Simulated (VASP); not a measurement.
# Li (P6_3/mmc) in VASP: further runs, part 2 of 2

VASP 6.6.1.

### Step 3. Single point, PBE+D3(BJ) (18.80 Å³/atom)

This run uses another cell than the first one, of 18.80 Å³/atom.

INCAR reads:

```
SYSTEM = Li
ALGO = Fast
EDIFF = 1E-6
ENCUT = 520
GGA = PE
ISIF = 2
ISMEAR = 0
IVDW = 12
LASPH = .TRUE.
LCHARG = .FALSE.
LREAL = .FALSE.
LWAVE = .FALSE.
NBANDS = 14
NELM = 100
PREC = Accurate
SIGMA = 0.1
```

KPOINTS reads:

```
k-points
0
G
  18 18 6
  0 0 0
```

POSCAR reads:

```
Li
1.0
    2.9792495483      0.0000000000      0.0000000000
   -1.4896247742      2.5801057930      0.0000000000
    0.0000000000      0.0000000000      9.7837349758
Li
4
Direct
    0.0000000000      0.0000000000      0.0000000000
    0.3333333333      0.6666666667      0.2500000000
    0.0000000000      0.0000000000      0.5000000000
    0.6666666667      0.3333333333      0.7500000000
```

Potentials or basis: VASP PAW PBE potentials, release 64 (Li_sv).

Started as:

```console
$ cat potpaw_PBE.64/Li_sv/POTCAR > POTCAR
$ mpirun -np 1 vasp_std > vasp.out
```

OUTCAR:

```text
SYSTEM = Li
   EDIFF = 1E-6
   ENCUT = 520
   GGA = PE
   ISIF = 2
   ISMEAR = 0
   IVDW = 12
   LASPH = .TRUE.
   LREAL = .FALSE.
   NELM = 100
   PREC = Accurate
 IVDW          = 12

 ion  position               nearest neighbor table
   1  0.000  0.000  0.000-
   2  0.333  0.667  0.250-
   3  0.000  0.000  0.500-
   4  0.667  0.333  0.750-

  LATTYP: Found a hexagonal cell.
 ALAT       =     2.9792495483
 C/A-ratio  =     3.2839595399

  Lattice vectors:

 A1 = (   2.9792495483,   0.0000000000,   0.0000000000)
 A2 = (  -1.4896247742,   2.5801057930,   0.0000000000)
 A3 = (   0.0000000000,   0.0000000000,   9.7837349758)

Analysis of symmetry for initial positions (statically):
=====================================================================
 Subroutine PRICEL returns:
 Original cell was already a primitive cell.

 Routine SETGRP: Setting up the symmetry group for a
 hexagonal supercell.

 Subroutine GETGRP returns: Found 24 space group operations
 (whereof 12 operations were pure point group operations)
 out of a pool of 24 trial point group operations.

The static configuration has the point symmetry D_3d.
 The point group associated with its full space group is D_6h.

Analysis of symmetry for dynamics (positions and initial velocities):
=====================================================================
 Subroutine PRICEL returns:
 Original cell was already a primitive cell.

 Routine SETGRP: Setting up the symmetry group for a
 hexagonal supercell.

 Subroutine GETGRP returns: Found 24 space group operations
 (whereof 12 operations were pure point group operations)
 out of a pool of 24 trial point group operations.

The dynamic configuration has the point symmetry D_3d.
 The point group associated with its full space group is D_6h.

 Subroutine INISYM returns: Found 24 space group operations
 (whereof 12 operations are pure point group operations),
 and found     1 'primitive' translations
[... 130 lines left out ...]
 non-spin polarized calculation
 RMM-DIIS sequential band-by-band and
 Gauss-broadening in eV      SIGMA  =   0.10
  energy-cutoff  :      520.00
  volume of cell :       75.21
 maximum number of plane-waves:      2065
 NGX is ok and might be reduce to    24
   NGX = 11   NGY = 11   NGZ = 37

 number of electron      12.0000007 magnetization

 Free energy of the ion-electron system (eV)
  ---------------------------------------------------
  ext. energy  EPLUGINS =         0.00000000
  ---------------------------------------------------
  free energy    TOTEN  =        -7.61103027 eV

  energy without entropy =       -7.60172484  energy(sigma->0) =       -7.60637756

 E-fermi :   0.8301     XC(G=0):  -7.2299

 val. band max:        0.8293525093   @ k =   0.0556   0.0000   0.0000
 cond. band min:       0.8321433316   @ k =   0.3333   0.1667   0.3333
 fundamental gap:      0.0027908224
 Fermi energy:         0.8301247430

 k-point     1 :       0.0000    0.0000    0.0000
  band No.  band energies     occupation
      1     -45.5612      2.00000
      2     -45.5499      2.00000
      3     -45.5485      2.00000
      4     -45.5372      2.00000
      5      -2.8139      2.00000
      6      -1.6804      2.00000
      7      -1.6802      2.00000
      8       0.7609      1.67225
      9       3.9783      0.00000
     10       9.1609      0.00000
     11       9.1652      0.00000
     12      14.1100      0.00000
     13      14.1101      0.00000
     14      14.7264      0.00000
[... 377 lines left out ...]
      1     -45.5367      2.00000
      2     -45.5334      2.00000
      3     -45.5321      2.00000
      4     -45.5289      2.00000
      5       0.5032      2.00000
      6       1.4190      0.00000
      7       1.4757      0.00000
      8       2.7232      0.00000
      9       4.7445      0.00000
     10       4.8671      0.00000
     11       5.5165      0.00000
     12       6.9014      0.00000
     13       7.8172      0.00000
     14       7.8781      0.00000

 [... further k-points ...]

------------------------ aborting loop because EDIFF is reached ----------------------------------------

 Edisp (eV)   -0.72907

 E8    (eV) :    -0.3032

  FORCE on cell =-STRESS in cart. coord.  units (eV):
  Direction    XX          YY          ZZ          XY          YZ          ZX
  --------------------------------------------------------------------------------------
  -------------------------------------------------------------------------------------
  Total      -0.23263    -0.23263    -0.24349     0.00000     0.00000     0.00000
  in kB      -4.95589    -4.95589    -5.18723     0.00000     0.00000     0.00000
  external pressure =       -5.03 kB  Pullay stress =        0.00 kB

 VOLUME and BASIS-vectors are now :
 -----------------------------------------------------------------------------
  energy-cutoff  :      520.00
  volume of cell :       75.21
      direct lattice vectors                 reciprocal lattice vectors
     2.979249548  0.000000000  0.000000000     0.335654998  0.193790503  0.000000000
    -1.489624774  2.580105793  0.000000000     0.000000000  0.387581006  0.000000000
     0.000000000  0.000000000  9.783734976     0.000000000  0.000000000  0.102210455

 POSITION                                       TOTAL-FORCE (eV/Angst)
 -----------------------------------------------------------------------------------
      0.00000      0.00000      0.00000        -0.000000      0.000000     -0.000000
     -0.00000      1.72007      2.44593        -0.000000     -0.000000      0.000000
      0.00000      0.00000      4.89187        -0.000000      0.000000     -0.000000
      1.48962      0.86004      7.33780         0.000000      0.000000     -0.000000
 -----------------------------------------------------------------------------------
    total drift:                               -0.000000      0.000000     -0.000000

  FREE ENERGIE OF THE ION-ELECTRON SYSTEM (eV)
  ---------------------------------------------------
  free  energy   TOTEN  =        -8.3400988727 eV

  energy  without entropy=       -8.3307934415  energy(sigma->0) =       -8.33544616
```

stdout:

```text
POSCAR found type information on POSCAR Li
 POSCAR found :  1 types and       4 ions
 scaLAPACK will be used
 LDA part: xc-table for (Slater+PW92), standard interpolation
 POSCAR, INCAR and KPOINTS ok, starting setup
 FFT: planning ... GRIDC
 FFT: planning ... GRID_SOFT
 FFT: planning ... GRID
 WAVECAR not read
 entering main loop
WARNING in EDDRMM: call to ZHEGV failed, returncode =   6  3      6
```

Run time: 5.4 min. Hardware: 1 thread of Intel Xeon 8259CL, shared host; peak memory 0.28 GiB.

Results:

```yaml
Free_energy: -8.3401 eV
Band_gap_on_the_k_mesh: zero (bands 6 and 7 overlap by 4.16 eV)
Dispersion_energy_per_atom: -0.182 eV
```

Caveat: the cutoff is under 1.25 times the usual one of these potentials, so pressure, stress and relaxed cells hold a basis-set (Pulay) error.

### Step 4. Single point, PBE+D3(BJ) (19.35 Å³/atom)

This run uses another cell than the first one, of 19.35 Å³/atom.

INCAR reads:

```
ALGO = Fast ; EDIFF = 1E-6
ENCUT = 520 ; GGA = PE
ISIF = 2 ; ISMEAR = 0
IVDW = 12 ; LASPH = True
LCHARG = True ; LELF = True
LREAL = False ; LVHAR = True
LWAVE = False ; NBANDS = 14
NELM = 80 ; PREC = Accurate
SIGMA = 0.1
```

KPOINTS reads:

```
k-points
0
Gamma
  18 18 6
```

POSCAR reads:

```
Li
1.0
    3.0078979360      0.0000000000      0.0000000000
   -1.5039489680      2.6049160246      0.0000000000
    0.0000000000      0.0000000000      9.8778151220
Li
4
Direct
    0.0000000000      0.0000000000      0.0000000000
    0.3333333333      0.6666666667      0.2500000000
    0.0000000000      0.0000000000      0.5000000000
    0.6666666667      0.3333333333      0.7500000000
```

Started as:

```console
$ cat potpaw_PBE.64/Li_sv/POTCAR > POTCAR
$ mpirun -np 1 vasp_std > vasp.out
```

It took 6.1 min on 1 thread of Intel Xeon 8259CL, shared host; peak memory 0.28 GiB.

Results (log left out):

* Free energy: -8.3322 eV
* Band gap on the k mesh: zero (bands 6 and 7 overlap by 4.12 eV)
* Dispersion energy per atom: -0.177 eV

Levels at points of the mesh, in eV from the Fermi level:
```csv
k point,band 4,band 5,band 6,band 7,band 8,band 9
"(0.00, 0.00, 0.00)",-46.42,-3.61,-2.49,-2.49,-0.06,3.05
"(0.50, 0.00, 0.00)",-46.41,-0.05,0.53,0.71,1.32,3.52
"(0.00, 0.00, 0.50)",-46.42,-3.33,-3.33,-1.15,-1.15,4.82
"(0.50, 0.00, 0.50)",-46.41,0.14,0.14,1.11,1.11,3.83
```

Caveat: the cutoff is under 1.25 times the usual one of these potentials, so pressure, stress and relaxed cells hold a basis-set (Pulay) error.

### Step 5. Single point, PBE+D3(BJ) (20.08 Å³/atom)

This run uses another cell than the first one, of 20.08 Å³/atom.

INCAR reads:

```
PREC = Accurate ; ENCUT = 520
EDIFF = 1E-6 ; ISMEAR = 0
SIGMA = 0.1 ; LREAL = False
LASPH = True ; NELM = 100
ALGO = Fast ; ISIF = 2
LWAVE = False ; LCHARG = False
GGA = PE ; IVDW = 12
NBANDS = 14
```

KPOINTS reads:

```
regular mesh
0
Gamma
  18 18 6
```

POSCAR reads:

```
Li
1.0
    3.0452669488      0.0000000000      0.0000000000
   -1.5226334744      2.6372785389      0.0000000000
    0.0000000000      0.0000000000     10.0005334479
Li
4
Direct
    0.0000000000      0.0000000000      0.0000000000
    0.3333333333      0.6666666667      0.2500000000
    0.0000000000      0.0000000000      0.5000000000
    0.6666666667      0.3333333333      0.7500000000
```

Started as:

```console
$ cat potpaw_PBE.64/Li_sv/POTCAR > POTCAR
$ mpirun -np 1 vasp_std > vasp.out
```

Wall time 5.4 min (1 thread of Intel Xeon 8259CL, shared host); peak memory 0.28 GiB.

It converged, with:

```
Free energy                : -8.3140 eV
Band gap on the k mesh     : zero (bands 6 and 7 overlap by 4.05 eV)
Dispersion energy per atom : -0.171 eV
```

Levels at points of the mesh, in eV from the Fermi level:
```tsv
k point	band 4	band 5	band 6	band 7	band 8	band 9
(0.00, 0.00, 0.00)	-46.48	-3.56	-2.45	-2.45	-0.04	2.92
(0.50, 0.00, 0.00)	-46.48	-0.04	0.52	0.71	1.29	3.40
(0.00, 0.00, 0.50)	-46.49	-3.28	-3.28	-1.13	-1.13	4.68
(0.50, 0.00, 0.50)	-46.48	0.15	0.15	1.08	1.08	3.71
```

Caveat: the cutoff is under 1.25 times the usual one of these potentials, so pressure, stress and relaxed cells hold a basis-set (Pulay) error.

### Step 6. The runs side by side

| cell | gap on the mesh (eV) |
| --- | --- |
| a = 2.920, b = 2.920, c = 9.590 Å, angles 90.0, 90.0, 120.0°, 4 atoms | none |
| a = 2.979, b = 2.979, c = 9.784 Å, angles 90.0, 90.0, 120.0°, 4 atoms | none |
| a = 3.008, b = 3.008, c = 9.878 Å, angles 90.0, 90.0, 120.0°, 4 atoms | none |
| a = 3.045, b = 3.045, c = 10.001 Å, angles 90.0, 90.0, 120.0°, 4 atoms | none |

Alike in all rows: task single point; level PBE+D3(BJ); potentials or basis VASP PAW PBE potentials, release 64 (Li_sv); no spin polarisation; k mesh 18 × 18 × 6; cutoff (eV) 520; smearing gaussian 0.1 eV.

Caveats: the cutoff is under 1.25 times the usual one of these potentials, so pressure, stress and relaxed cells hold a basis-set (Pulay) error.

Absolute energies hang on the potentials; compare differences alone.

The gap in the log of VASP goes by the Fermi energy; the results here count the filled bands.